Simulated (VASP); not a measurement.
# BN (F-43m) in VASP: further runs

BN is run at these levels: PBE, LDA, r2SCAN; tasks: single point.

Everything below comes from runs of VASP 6.6.1. Logs are shortened: lines on timing, memory, paths and dates and some standing lists are left out, and cuts for length are marked.

## 1. The cell of the first run

Symmetry: F-43m, No. 216, cubic system. The conventional cell has a = 3.610 Å, b = 3.610 Å, c = 3.610 Å, α = 90.00°, β = 90.00°, γ = 90.00°. Within 2.1 Å of B (site symmetry -43m) lie 4 N at 1.56 Å. Within 2.1 Å of N (site symmetry -43m) lie 4 B at 1.56 Å.

## 2. Single point, PBE

File INCAR:

```
PREC = Accurate ; ENCUT = 520
EDIFF = 1E-6 ; ISMEAR = 0
SIGMA = 0.01 ; LREAL = False
LASPH = True ; NELM = 80
ALGO = Normal ; ISIF = 2
LWAVE = False ; LCHARG = False
GGA = PE ; NBANDS = 11
```

File KPOINTS:

```
Automatic mesh
0
Gamma
  6 6 6
```

File POSCAR:

```
BN
1.0
    0.0000000000      1.8048254679      1.8048254679
    1.8048254679      0.0000000000      1.8048254679
    1.8048254679      1.8048254679      0.0000000000
B N
1 1
Direct
    0.0000000000      0.0000000000      0.0000000000
    0.2500000000      0.2500000000      0.2500000000
```

Potentials or basis: VASP PAW PBE potentials, release 64 (B, N).

Started as:

```sh
cat potpaw_PBE.64/B/POTCAR potpaw_PBE.64/N/POTCAR > POTCAR
mpirun -np 1 vasp_std > vasp.out
```

OUTCAR:

```text
PREC = Accurate
   ENCUT = 520
   EDIFF = 1E-6
   ISMEAR = 0
   LREAL = False
   LASPH = True
   NELM = 80
   ISIF = 2
   GGA = PE

 ion  position               nearest neighbor table
   1  0.000  0.000  0.000-   2 1.56   2 1.56   2 1.56   2 1.56
   2  0.250  0.250  0.250-   1 1.56   1 1.56   1 1.56   1 1.56

  LATTYP: Found a face centered cubic cell.
 ALAT       =     3.6096509358

  Lattice vectors:

 A1 = (   0.0000000000,   1.8048254679,   1.8048254679)
 A2 = (   1.8048254679,   0.0000000000,   1.8048254679)
 A3 = (   1.8048254679,   1.8048254679,   0.0000000000)

Analysis of symmetry for initial positions (statically):
=====================================================================
 Subroutine PRICEL returns:
 Original cell was already a primitive cell.

 Routine SETGRP: Setting up the symmetry group for a
 face centered cubic supercell.

 Subroutine GETGRP returns: Found 24 space group operations
 (whereof 24 operations were pure point group operations)
 out of a pool of 48 trial point group operations.

The static configuration has the point symmetry T_d .

Analysis of symmetry for dynamics (positions and initial velocities):
=====================================================================
 Subroutine PRICEL returns:
 Original cell was already a primitive cell.

 Routine SETGRP: Setting up the symmetry group for a
 face centered cubic supercell.

 Subroutine GETGRP returns: Found 24 space group operations
 (whereof 24 operations were pure point group operations)
 out of a pool of 48 trial point group operations.

The dynamic configuration has the point symmetry T_d .

 Subroutine INISYM returns: Found 24 space group operations
 (whereof 24 operations are pure point group operations),
 and found     1 'primitive' translations

----------------------------------------------------------------------------------------

                                     Primitive cell

  volume of cell :      11.7581

  direct lattice vectors                    reciprocal lattice vectors
     0.000000000  1.804825468  1.804825468    -0.277035098  0.277035098  0.277035098
     1.804825468  0.000000000  1.804825468     0.277035098 -0.277035098  0.277035098
     1.804825468  1.804825468  0.000000000     0.277035098  0.277035098 -0.277035098

  length of vectors
     2.552408654  2.552408654  2.552408654     0.479838865  0.479838865  0.479838865

  position of ions in fractional coordinates (direct lattice)
     0.000000000  0.000000000  0.000000000
     0.250000000  0.250000000  0.250000000

  ion indices of the primitive-cell ions
   primitive index   ion index
                 1           1
                 2           2

----------------------------------------------------------------------------------------

 KPOINTS: Automatic mesh

Automatic generation of k-mesh.
 Grid dimensions read from file:
 generate k-points for:    6    6    6

 Generating k-lattice:

  Cartesian coordinates                     Fractional coordinates (reciprocal lattice)
    -0.046172516  0.046172516  0.046172516     0.166666667  0.000000000  0.000000000
     0.046172516 -0.046172516  0.046172516     0.000000000  0.166666667  0.000000000
     0.046172516  0.046172516 -0.046172516     0.000000000  0.000000000  0.166666667

  Length of vectors
     0.079973144  0.079973144  0.079973144

  Shift w.r.t. Gamma in fractional coordinates (k-lattice)
     0.000000000  0.000000000  0.000000000

 Subroutine IBZKPT returns following result:
 ===========================================

 Found     16 irreducible k-points:

 Following reciprocal coordinates:
            Coordinates               Weight
  0.000000  0.000000  0.000000      1.000000
  0.166667  0.000000  0.000000      8.000000
  0.333333  0.000000  0.000000      8.000000
  0.500000  0.000000  0.000000      4.000000
  0.166667  0.166667  0.000000      6.000000
  0.333333  0.166667  0.000000     24.000000
[... 8 lines left out ...]
 -0.333333  0.333333  0.166667     24.000000
 -0.333333  0.500000  0.166667     12.000000
   k-points           NKPTS =     16   k-points in BZ     NKDIM =     16   number of bands    NBANDS=     11
   number of dos      NEDOS =    301   number of ions     NIONS =      2
   total plane-waves  NPLWV =   8000
   dimension x,y,z NGX =    20 NGY =   20 NGZ =   20
   dimension x,y,z NGXF=    40 NGYF=   40 NGZF=   40
   ions per type =               1   1
   NGX,Y,Z   is equivalent  to a cutoff of  13.03, 13.03, 13.03 a.u.
   NGXF,Y,Z  is equivalent  to a cutoff of  26.05, 26.05, 26.05 a.u.
 SYSTEM =  unknown system
   PREC   = accura    normal or accurate (medium, high low for compatibility)
   ISTART =      0    job   : 0-new  1-cont  2-samecut
   ICHARG =      2    charge: 1-file 2-atom 10-const
   ISPIN  =      1    spin polarized calculation?
   LNONCOLLINEAR =      F non collinear calculations
   LSORBIT =      F    spin-orbit coupling
   LASPH  =      T    aspherical Exc in radial PAW
   ENCUT  =  520.0 eV  38.22 Ry    6.18 a.u.   4.75  4.75  4.75*2*pi/ulx,y,z
   NELM   =     80;   NELMIN=  2; NELMDL= -5     # of ELM steps
   EDIFF  = 0.1E-05   stopping-criterion for ELM
   LREAL  =      F    real-space projection
   EDIFFG = 0.1E-04   stopping-criterion for IOM
   NSW    =      0    number of steps for IOM
   IBRION =     -1    ionic relax: 0-MD 1-quasi-New 2-CG
   NFREE  =      0    steps in history (QN), initial steepest desc. (CG)
   ISIF   =      2    stress and relaxation
   ISYM   =      2    0-nonsym 1-usesym 2-fastsym
   POTIM  = 0.5000    time-step for ionic-motion
   TEBEG  =    0.0;   TEEND  =   0.0 temperature during run
   PSTRESS=    0.0 pullay stress
   NELECT =       8.0000    total number of electrons
   NUPDOWN=      -1.0000    fix difference up-down
   EMIN   =  10.00;   EMAX   =-10.00  energy-range for DOS
   EFERMI =   0.00;   METHOD = LEGACY
   ISMEAR =     0;   SIGMA  =   0.01  broadening in eV -4-tet -1-fermi 0-gaus
   EFERMI_NEDOS =   21; number of points for ismear=-14 and -15
   IALGO  =     38    algorithm
   IMIX   =      4    mixing-type and parameters
     AMIX     =   0.40;   BMIX     =  1.00
     AMIX_MAG =   1.60;   BMIX_MAG =  1.00
  volume/ion in A,a.u.               =       5.88        39.67
  Fermi-wavevector in a.u.,A,eV,Ry     =   1.439880  2.720979 28.208337  2.073254
  Thomas-Fermi vector in A             =   2.558686
   LORBIT       =      0    0 simple, 1 ext, 2 COOP (PROOUT), +10 PAW based schemes
   GGA     = PE    functional components
   LHFCALC =     F    Hartree Fock is set to
   AEXX    =    0.0000 exact exchange contribution
   IVDW    =     0    specifies the selected vdW correction
   LEPSILON=     F    determine dielectric tensor
   LRPA    =     F    only Hartree local field effects (RPA)
 non-spin polarized calculation
 Gauss-broadening in eV      SIGMA  =   0.01
  energy-cutoff  :      520.00
  volume of cell :       11.76
 maximum number of plane-waves:       332
   NGX =  9   NGY =  9   NGZ =  9

 number of electron       7.9999999 magnetization

 Free energy of the ion-electron system (eV)
  ---------------------------------------------------
  ext. energy  EPLUGINS =         0.00000000
  ---------------------------------------------------
  free energy    TOTEN  =       -17.44444535 eV

  energy without entropy =      -17.44444535  energy(sigma->0) =      -17.44444535

 E-fermi :   7.5444     XC(G=0): -12.8432

 val. band max:        7.4605868354   @ k =   0.0000   0.0000   0.0000
 cond. band min:      11.9226664671   @ k =   0.5000   0.5000   0.0000
 fundamental gap:      4.4620796316
 Fermi energy:         7.5444187225

 k-point     1 :       0.0000    0.0000    0.0000
  band No.  band energies     occupation
      1     -12.8219      2.00000
      2       7.4606      2.00000
      3       7.4606      2.00000
      4       7.4606      2.00000
      5      16.2994      0.00000
      6      16.2994      0.00000
      7      16.2994      0.00000
      8      17.8817      0.00000
      9      32.2944      0.00000
     10      35.2809      0.00000
     11      35.2809      0.00000

 k-point     2 :       0.1667    0.0000    0.0000
  band No.  band energies     occupation
      1     -12.1494      2.00000
      2       4.4388      2.00000
      3       6.8371      2.00000
      4       6.8371      2.00000
      5      16.8424      0.00000
      6      17.2150      0.00000
      7      17.2150      0.00000
      8      19.7621      0.00000
      9      31.5029      0.00000
     10      31.5029      0.00000
     11      31.5143      0.00000

 k-point     3 :       0.3333    0.0000    0.0000
  band No.  band energies     occupation
      1     -10.2782      2.00000
      2      -0.4342      2.00000
      3       5.8924      2.00000
      4       5.8924      2.00000
      5      17.4209      0.00000
      6      18.1375      0.00000
      7      18.1375      0.00000
      8      22.0483      0.00000
      9      30.7460      0.00000
     10      31.9024      0.00000
     11      31.9024      0.00000

 k-point     4 :       0.5000    0.0000    0.0000
  band No.  band energies     occupation
      1      -8.5831      2.00000
      2      -3.2719      2.00000
      3       5.5116      2.00000
      4       5.5116      2.00000
      5      17.6625      0.00000
      6      18.1890      0.00000
      7      18.1890      0.00000
      8      22.7627      0.00000
      9      30.9787      0.00000
     10      34.3430      0.00000
     11      34.4327      0.00000
[... 127 lines left out ...]
 k-point    14 :       0.5000    0.3333    0.1667
  band No.  band energies     occupation
      1      -8.7837      2.00000
      2      -0.0068      2.00000
      3       1.9998      2.00000
      4       3.9042      2.00000
      5      16.2570      0.00000
      6      19.3817      0.00000
      7      20.6696      0.00000
      8      23.0783      0.00000
      9      27.1914      0.00000
     10      33.1309      0.00000
     11      35.7737      0.00000

 k-point    15 :      -0.3333    0.3333    0.1667
  band No.  band energies     occupation
      1      -7.4370      2.00000
      2      -1.5298      2.00000
      3       1.3801      2.00000
      4       2.9433      2.00000
      5      16.9687      0.00000
      6      19.3085      0.00000
      7      22.4753      0.00000
      8      23.9053      0.00000
      9      25.6119      0.00000
     10      33.2435      0.00000
     11      35.6195      0.00000

 k-point    16 :      -0.3333    0.5000    0.1667
  band No.  band energies     occupation
      1      -6.9792      2.00000
      2      -0.7563      2.00000
      3       1.2408      2.00000
      4       1.2800      2.00000
      5      15.2471      0.00000
      6      19.5123      0.00000
      7      22.5998      0.00000
      8      24.3111      0.00000
      9      27.1006      0.00000
     10      33.4193      0.00000
     11      37.7228      0.00000

------------------------ aborting loop because EDIFF is reached ----------------------------------------

  FORCE on cell =-STRESS in cart. coord.  units (eV):
  Direction    XX          YY          ZZ          XY          YZ          ZX
  --------------------------------------------------------------------------------------
  -------------------------------------------------------------------------------------
  Total        0.3714017      0.3714017      0.3714017     -0.0000000      0.0000000     -0.0000000
  in kB       50.6079613     50.6079613     50.6079613     -0.0000000      0.0000000     -0.0000000
  external PRESSURE =      50.6079613 kB  Pullay stress =       0.0000000 kB

 VOLUME and BASIS-vectors are now :
 -----------------------------------------------------------------------------
  energy-cutoff  :      520.00
  volume of cell :       11.76
      direct lattice vectors                 reciprocal lattice vectors
     0.000000000  1.804825468  1.804825468    -0.277035098  0.277035098  0.277035098
     1.804825468  0.000000000  1.804825468     0.277035098 -0.277035098  0.277035098
     1.804825468  1.804825468  0.000000000     0.277035098  0.277035098 -0.277035098

 POSITION                                       TOTAL-FORCE (eV/Angst)
 -----------------------------------------------------------------------------------
      0.00000      0.00000      0.00000         0.000000      0.000000      0.000000
      0.90241      0.90241      0.90241        -0.000000     -0.000000     -0.000000
 -----------------------------------------------------------------------------------
    total drift:                                0.000000      0.000000      0.000000

  FREE ENERGIE OF THE ION-ELECTRON SYSTEM (eV)
  ---------------------------------------------------
  free  energy   TOTEN  =       -17.4444453528 eV

  energy  without entropy=      -17.4444453528  energy(sigma->0) =      -17.44444535
```

Run time: 2.2 s. Hardware: 1 thread of Intel Xeon Platinum 8488C (Sapphire Rapids), shared host; peak memory 0.11 GiB.

What came out:

* Free energy: -17.4444 eV
* Pressure: 5.1 GPa
* Band gap on the k mesh: 4.46 eV, indirect (least direct gap 8.84 eV)

Caveat: the k points lie up to 0.50 Å⁻¹ apart. A k mesh can miss the band edges.

(Continued in part 2 of 2.)
